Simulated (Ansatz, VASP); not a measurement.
C in VASP and in Ansatz

```
C
1.0
     2.51802    0.00000    0.00000
    -1.25901    2.18067    0.00000
     0.00000    0.00000    8.30459
C
8
Direct
  0.00915 0.02193 0.09475
  0.01432 0.99661 0.58648
  0.98941 0.98728 0.40806
  0.00514 0.99087 0.90908
  0.35162 0.67008 0.15416
  0.65393 0.34251 0.65909
  0.31346 0.66157 0.33930
  0.66297 0.32916 0.84908
```

Change from the starting cell: all atoms moved at random (sigma 0.03 Å a component).

Alike in both runs: task single point; functional PBE; k mesh 12 × 12 × 4; occupations gaussian, width 0.05 eV; no spin polarisation.

|  | VASP | Ansatz |
| --- | --- | --- |
| version | VASP 6.6.1 | Ansatz 0.2.0 |
| potentials or method | VASP PAW PBE potentials, release 64 (C), cutoff 520 eV | scalar-relativistic, plane waves, PAW |
| valence electrons in the cell | 32 | 32 |

VASP gave:

| Quantity | Value |
| --- | --- |
| gap on the k mesh at the Fermi level (eV) | 3.49 |
| least direct gap on the mesh (eV) | 3.75 |
| pressure (GPa) | 2.3 |
| traceless stress, the component that is largest in VASP (GPa) | -0.70 |
| rms of the force components (eV/Å) | 1.475 |

Question: What did Ansatz give for the same quantities?

Answer: gap on the k mesh at the Fermi level (eV): 3.50; least direct gap on the mesh (eV): 3.75; pressure (GPa): 1.6; traceless stress, the component that is largest in VASP (GPa): -0.68; rms of the force components (eV/Å): 1.470.

Atom by atom the forces differ by 0.007 eV/Å (rms over components). With one functional, cell and mesh, what is left measures potentials, basis and numerics.
